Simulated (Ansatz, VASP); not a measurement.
Bi: VASP beside Ansatz

Contents of INCAR:

```
  PREC = Accurate
  ENCUT = 520
  EDIFF = 1E-6
  ISMEAR = 0
  SIGMA = 0.15
  LREAL = F
  LASPH = T
  NELM = 80
  ALGO = Fast
  ISIF = 2
  LWAVE = F
  LCHARG = F
  GGA = PE
  IVDW = 12
  NBANDS = 14
```

File KPOINTS:

```
Automatic mesh
0
Gamma
  18 18 18
```

Contents of POSCAR:

```
Bi
1.0
   -1.8020669468      1.8020669468      2.2549263705
    1.8020669468     -1.8020669468      2.2549263705
    1.8020669468      1.8020669468     -2.2549263705
Bi
1
Direct
    0.0000000000      0.0000000000      0.0000000000
```

Input for Ansatz:

```yaml
crystal:
  lattice:
    - [-1.8020669468, 1.8020669468, 2.2549263705]
    - [1.8020669468, -1.8020669468, 2.2549263705]
    - [1.8020669468, 1.8020669468, -2.2549263705]
  atoms:
    - { symbol: Bi, position: [0.0, 0.0, 0.0] }
basis:
  ecutwfc: 420
kpoints:
  mp_grid: { grid: [18, 18, 18] }
hamiltonian:
  xc: pbe
  dispersion: d3bj
scf:
  occupations: { method: gaussian, width: 0.15 }
output:
  forces: true
  stress: true
  eigenvalues: true
```

Alike in both runs: task single point; functional PBE; dispersion D3(BJ); k mesh 18 × 18 × 18; occupations gaussian, width 0.15 eV; no spin polarisation.

```csv
,VASP,Ansatz
version,VASP 6.6.1,Ansatz 0.2.0
potentials or method,"VASP PAW PBE potentials, release 64 (Bi_d), cutoff 520 eV","scalar-relativistic, plane waves, PAW"
valence electrons in the cell,15,15
```

```csv
,VASP,Ansatz,Ansatz less VASP
gap on the k mesh at the Fermi level (eV),none,none,-
pressure (GPa),2.0,2.1,+0.04
"traceless stress, the component that is largest in VASP (GPa)",-1.25,-1.25,-0.005
```

A gap of «none» marks a metal or a gap that the smearing closes.

Neither program's run includes spin-orbit coupling.
